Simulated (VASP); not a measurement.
# CdTe (I-4m2) in VASP: relaxation of the atoms with PBE

Aim: the relaxation of the atoms of CdTe with PBE.

Everything below comes from runs of VASP 6.6.1. Logs are shortened: lines on timing, memory, paths and dates and some standing lists are left out, and cuts for length are marked.

### 1 The cell of the first run

The structure is tetragonal, space group I-4m2 (No. 119). Conventional cell: a = 4.441 Å, b = 4.441 Å, c = 6.406 Å, α = 90.00°, β = 90.00°, γ = 90.00°. Within 3.6 Å of Cd (site symmetry -4m2) lie 4 Te at 2.74 Å. Te (site symmetry -4m2) has 4 Cd at 2.74 Å within 3.6 Å.

### 2 Relaxation of the atoms, PBE (z stretched by +2 %)

INCAR reads:

```
SYSTEM = CdTe
ALGO = Normal
EDIFF = 1E-6
EDIFFG = -0.02
ENCUT = 520
GGA = PE
IBRION = 2
ISIF = 2
ISMEAR = -1
LASPH = .TRUE.
LCHARG = .FALSE.
LREAL = .FALSE.
LWAVE = .FALSE.
NELM = 60
NSW = 80
PREC = Accurate
SIGMA = 0.02
```

KPOINTS reads:

```
k-points
0
G
  12 12 12
  0 0 0
```

POSCAR reads:

```
CdTe
1.0
    0.0000000000      3.1400000000      3.2028000000
    3.1400000000      0.0000000000      3.2028000000
    3.1400000000      3.1400000000      0.0000000000
Cd Te
1 1
Direct
    0.0000000000      0.0000000000      0.0000000000
    0.2500000000      0.2500000000      0.2500000000
```

Potentials or basis: VASP PAW PBE potentials, release 64 (Cd, Te).

On the command line:

```bash
$ cat potpaw_PBE.64/Cd/POTCAR potpaw_PBE.64/Te/POTCAR > POTCAR
$ mpirun -np 1 vasp_std > vasp.out
```

OUTCAR:

```text
SYSTEM = CdTe
   EDIFF = 1E-6
   EDIFFG = -0.02
   ENCUT = 520
   GGA = PE
   IBRION = 2
   ISIF = 2
   ISMEAR = -1
   LASPH = .TRUE.
   LREAL = .FALSE.
   NELM = 60
   NSW = 80
   PREC = Accurate

 ion  position               nearest neighbor table
   1  0.000  0.000  0.000-   2 2.74   2 2.74   2 2.74   2 2.74
   2  0.250  0.250  0.250-   1 2.74   1 2.74   1 2.74   1 2.74

  LATTYP: Found a body centered tetragonal cell.
 ALAT       =     4.4406305859
 C/A-ratio  =     1.4424978336

  Lattice vectors:

 A1 = (  -3.1400000000,   0.0000000000,   3.2028000000)
 A2 = (   3.1400000000,   0.0000000000,   3.2028000000)
 A3 = (   0.0000000000,   3.1400000000,  -3.2028000000)

Analysis of symmetry for initial positions (statically):
=====================================================================
 Subroutine PRICEL returns:
 Original cell was already a primitive cell.

 Routine SETGRP: Setting up the symmetry group for a
 body centered tetragonal supercell.

 Subroutine GETGRP returns: Found  8 space group operations
 (whereof  8 operations were pure point group operations)
 out of a pool of 16 trial point group operations.

The static configuration has the point symmetry D_2d.

Analysis of symmetry for dynamics (positions and initial velocities):
=====================================================================
 Subroutine PRICEL returns:
 Original cell was already a primitive cell.

 Routine SETGRP: Setting up the symmetry group for a
 body centered tetragonal supercell.

 Subroutine GETGRP returns: Found  8 space group operations
 (whereof  8 operations were pure point group operations)
 out of a pool of 16 trial point group operations.

The dynamic configuration has the point symmetry D_2d.

 Subroutine INISYM returns: Found  8 space group operations
 (whereof  8 operations are pure point group operations),
 and found     1 'primitive' translations

----------------------------------------------------------------------------------------

                                     Primitive cell

  volume of cell :      63.1567

  direct lattice vectors                    reciprocal lattice vectors
     0.000000000  3.140000000  3.202800000    -0.159235669  0.159235669  0.156113401
     3.140000000  0.000000000  3.202800000     0.159235669 -0.159235669  0.156113401
     3.140000000  3.140000000  0.000000000     0.159235669  0.159235669 -0.156113401

  length of vectors
     4.485256720  4.485256720  4.440630586     0.274013486  0.274013486  0.274013486

  position of ions in fractional coordinates (direct lattice)
     0.000000000  0.000000000  0.000000000
     0.250000000  0.250000000  0.250000000

  ion indices of the primitive-cell ions
   primitive index   ion index
                 1           1
                 2           2

----------------------------------------------------------------------------------------

 KPOINTS: k-points

Automatic generation of k-mesh.
 Grid dimensions read from file:
 generate k-points for:   12   12   12

 Generating k-lattice:

  Cartesian coordinates                     Fractional coordinates (reciprocal lattice)
    -0.013269639  0.013269639  0.013009450     0.083333333  0.000000000  0.000000000
     0.013269639 -0.013269639  0.013009450     0.000000000  0.083333333  0.000000000
     0.013269639  0.013269639 -0.013009450     0.000000000  0.000000000  0.083333333

  Length of vectors
     0.022834457  0.022834457  0.022834457

  Shift w.r.t. Gamma in fractional coordinates (k-lattice)
     0.000000000  0.000000000  0.000000000

 Subroutine IBZKPT returns following result:
 ===========================================

 Found    163 irreducible k-points:

 Following reciprocal coordinates:
            Coordinates               Weight
  0.000000  0.000000  0.000000      1.000000
  0.083333 -0.000000  0.000000      8.000000
  0.166667 -0.000000  0.000000      8.000000
  0.250000 -0.000000  0.000000      8.000000
  0.333333 -0.000000  0.000000      8.000000
  0.416667  0.000000  0.000000      8.000000
[... 16 lines left out ...]
  0.500000  0.166667  0.000000      8.000000
 -0.416667  0.166667  0.000000      8.000000
 [... further k-points ...]
   k-points           NKPTS =    163   k-points in BZ     NKDIM =    163   number of bands    NBANDS=     13
   number of dos      NEDOS =    301   number of ions     NIONS =      2
   total plane-waves  NPLWV =  46656
   dimension x,y,z NGX =    36 NGY =   36 NGZ =   36
   dimension x,y,z NGXF=    72 NGYF=   72 NGZF=   72
   ions per type =               1   1
   NGX,Y,Z   is equivalent  to a cutoff of  13.34, 13.34, 13.48 a.u.
   NGXF,Y,Z  is equivalent  to a cutoff of  26.69, 26.69, 26.95 a.u.
 SYSTEM =  CdTe
   PREC   = accura    normal or accurate (medium, high low for compatibility)
   ISTART =      0    job   : 0-new  1-cont  2-samecut
   ICHARG =      2    charge: 1-file 2-atom 10-const
   ISPIN  =      1    spin polarized calculation?
   LNONCOLLINEAR =      F non collinear calculations
   LSORBIT =      F    spin-orbit coupling
   LASPH  =      T    aspherical Exc in radial PAW
   ENCUT  =  520.0 eV  38.22 Ry    6.18 a.u.   8.34  8.34  8.26*2*pi/ulx,y,z
   NELM   =     60;   NELMIN=  2; NELMDL= -5     # of ELM steps
   EDIFF  = 0.1E-05   stopping-criterion for ELM
   LREAL  =      F    real-space projection
   EDIFFG = -.2E-01   stopping-criterion for IOM
   NSW    =     80    number of steps for IOM
   IBRION =      2    ionic relax: 0-MD 1-quasi-New 2-CG
   NFREE  =      1    steps in history (QN), initial steepest desc. (CG)
   ISIF   =      2    stress and relaxation
   ISYM   =      2    0-nonsym 1-usesym 2-fastsym
   POTIM  = 0.5000    time-step for ionic-motion
   TEBEG  =    0.0;   TEEND  =   0.0 temperature during run
   PSTRESS=    0.0 pullay stress
   NELECT =      18.0000    total number of electrons
   NUPDOWN=      -1.0000    fix difference up-down
   EMIN   =  10.00;   EMAX   =-10.00  energy-range for DOS
   EFERMI =   0.00;   METHOD = LEGACY
   ISMEAR =    -1;   SIGMA  =   0.02  broadening in eV -4-tet -1-fermi 0-gaus
   EFERMI_NEDOS =   21; number of points for ismear=-14 and -15
   IALGO  =     38    algorithm
   IMIX   =      4    mixing-type and parameters
     AMIX     =   0.40;   BMIX     =  1.00
     AMIX_MAG =   1.60;   BMIX_MAG =  1.00
  volume/ion in A,a.u.               =      31.58       213.10
  Fermi-wavevector in a.u.,A,eV,Ry     =   1.077356  2.035908 15.792232  1.160696
  Thomas-Fermi vector in A             =   2.213266
   LORBIT       =      0    0 simple, 1 ext, 2 COOP (PROOUT), +10 PAW based schemes
   GGA     = PE    functional components
   LHFCALC =     F    Hartree Fock is set to
   AEXX    =    0.0000 exact exchange contribution
   IVDW    =     0    specifies the selected vdW correction
   LEPSILON=     F    determine dielectric tensor
   LRPA    =     F    only Hartree local field effects (RPA)
 conjugate gradient relaxation of ions
 non-spin polarized calculation
  energy-cutoff  :      520.00
  volume of cell :       63.16
 maximum number of plane-waves:      1727
 NGX is ok and might be reduce to    36
   NGX = 17   NGY = 17   NGZ = 17

 number of electron      18.0000003 magnetization

 Free energy of the ion-electron system (eV)
  ---------------------------------------------------
  ext. energy  EPLUGINS =         0.00000000
  ---------------------------------------------------
  free energy    TOTEN  =        -4.63319617 eV

  energy without entropy =       -4.63319617  energy(sigma->0) =       -4.63319617

 E-fermi :   3.4760     XC(G=0):  -8.9216

 val. band max:        3.0850515576   @ k =   0.0000   0.0000   0.0000
 cond. band min:       4.0635485483   @ k =   0.0000   0.0000   0.0000
 fundamental gap:      0.9784969907
 Fermi energy:         3.4759932391

 k-point     1 :       0.0000    0.0000    0.0000
  band No.  band energies     occupation
      1      -8.5705      2.00000
      2      -5.5180      2.00000
      3      -5.5127      2.00000
      4      -5.5127      2.00000
      5      -5.1971      2.00000
      6      -5.1918      2.00000
      7       3.0126      2.00000
      8       3.0851      2.00000
      9       3.0851      2.00000
     10       4.0635      0.00000
     11       7.6024      0.00000
     12       7.6024      0.00000
     13       7.6032      0.00000

 k-point     2 :       0.0833   -0.0000    0.0000
  band No.  band energies     occupation
      1      -8.5391      2.00000
      2      -5.5103      2.00000
      3      -5.5063      2.00000
      4      -5.4931      2.00000
      5      -5.1975      2.00000
      6      -5.1927      2.00000
      7       2.3277      2.00000
      8       2.9596      2.00000
      9       3.0119      2.00000
     10       4.6165      0.00000
     11       7.5734      0.00000
     12       7.7171      0.00000
     13       7.7191      0.00000

 k-point     3 :       0.1667   -0.0000    0.0000
  band No.  band energies     occupation
      1      -8.4526      2.00000
      2      -5.4935      2.00000
      3      -5.4895      2.00000
      4      -5.4247      2.00000
      5      -5.1979      2.00000
      6      -5.1943      2.00000
      7       1.2196      2.00000
      8       2.7619      2.00000
      9       2.8275      2.00000
     10       5.1008      0.00000
     11       7.8064      0.00000
     12       7.9861      0.00000
     13       7.9863      0.00000
[... 305 lines left out ...]
 k-point    23 :       0.5000    0.1667    0.0000
  band No.  band energies     occupation
      1      -8.0674      2.00000
      2      -5.4230      2.00000
      3      -5.4017      2.00000
      4      -5.2137      2.00000
      5      -5.1814      2.00000
      6      -4.7598      2.00000
      7      -1.5620      2.00000
      8       1.1489      2.00000
      9       1.8559      2.00000
     10       5.9910      0.00000
     11       7.7034      0.00000
     12       9.0843      0.00000
     13       9.8801      0.00000

 k-point    24 :      -0.4167    0.1667    0.0000
  band No.  band energies     occupation
      1      -8.0588      2.00000
      2      -5.4214      2.00000
      3      -5.4060      2.00000
      4      -5.2017      2.00000
      5      -5.1901      2.00000
      6      -4.7186      2.00000
      7      -1.6399      2.00000
      8       0.9946      2.00000
      9       1.9822      2.00000
     10       6.0067      0.00000
     11       7.7925      0.00000
     12       8.9051      0.00000
     13      10.3420      0.00000

 [... further k-points ...]
[... 5 lines left out ...]
  --------------------------------------------------------------------------------------
  -------------------------------------------------------------------------------------
  Total        2.7406726      2.7406726      2.6508385      0.0000000      0.0000000      0.0000000
  in kB       69.5262219     69.5262219     67.2472831      0.0000000      0.0000000      0.0000000
  external PRESSURE =      68.7665756 kB  Pullay stress =       0.0000000 kB

 VOLUME and BASIS-vectors are now :
 -----------------------------------------------------------------------------
  energy-cutoff  :      520.00
  volume of cell :       63.16
      direct lattice vectors                 reciprocal lattice vectors
     0.000000000  3.140000000  3.202800000    -0.159235669  0.159235669  0.156113401
     3.140000000  0.000000000  3.202800000     0.159235669 -0.159235669  0.156113401
     3.140000000  3.140000000  0.000000000     0.159235669  0.159235669 -0.156113401

 POSITION                                       TOTAL-FORCE (eV/Angst)
 -----------------------------------------------------------------------------------
      0.00000      0.00000      0.00000        -0.000000     -0.000000      0.000000
      1.57000      1.57000      1.60140         0.000000      0.000000     -0.000000
 -----------------------------------------------------------------------------------
    total drift:                               -0.000000     -0.000000      0.000000

  FREE ENERGIE OF THE ION-ELECTRON SYSTEM (eV)
  ---------------------------------------------------
  free  energy   TOTEN  =        -4.6331961705 eV

  energy  without entropy=       -4.6331961705  energy(sigma->0) =       -4.63319617

 reached required accuracy - stopping structural energy minimisation
```

Run time: 3.5 min. Hardware: 1 thread of Oxide Virtual Turin-like, shared host; peak memory 0.28 GiB.

Results:

* Free energy: -4.6332 eV
* Pressure after relaxing: 6.9 GPa
* Band gap on the k mesh: 0.98 eV

Stress tensor (GPa, compression positive):
```
6.95 0.00 0.00
0.00 6.95 0.00
0.00 0.00 6.72
```

Final structure:
```
CELL_PARAMETERS angstrom
0.00000 3.14000 3.20280
3.14000 0.00000 3.20280
3.14000 3.14000 0.00000
ATOMIC_POSITIONS crystal
Cd 0.00000 0.00000 0.00000
Te 0.25000 0.25000 0.25000
```

Levels at points of the mesh, in eV from the valence-band top:
| k point | band 5 | band 6 | band 7 | band 8 | band 9 | band 10 | band 11 | band 12 | band 13 |
| --- | --- | --- | --- | --- | --- | --- | --- | --- | --- |
| (0.00, 0.00, 0.00) | -8.28 | -8.28 | -0.07 | 0.00 | 0.00 | 0.98 | 4.52 | 4.52 | 4.52 |
| (0.50, 0.00, 0.00) | -8.27 | -7.86 | -4.90 | -0.97 | -0.86 | 1.86 | 5.07 | 5.19 | 7.08 |
| (0.50, 0.50, 0.00) | -8.24 | -7.72 | -4.78 | -2.10 | -2.10 | 2.46 | 2.72 | 9.14 | 9.49 |
| (0.50, 0.00, 0.50) | -8.24 | -7.68 | -4.67 | -2.21 | -2.17 | 2.38 | 2.56 | 9.29 | 9.40 |

Caveat: the cell differs from its parent crystal (z stretched by +2 %); the relaxation stopped at its first step, so nothing moved; spin-orbit coupling is left out, which moves the levels of the heavy elements.
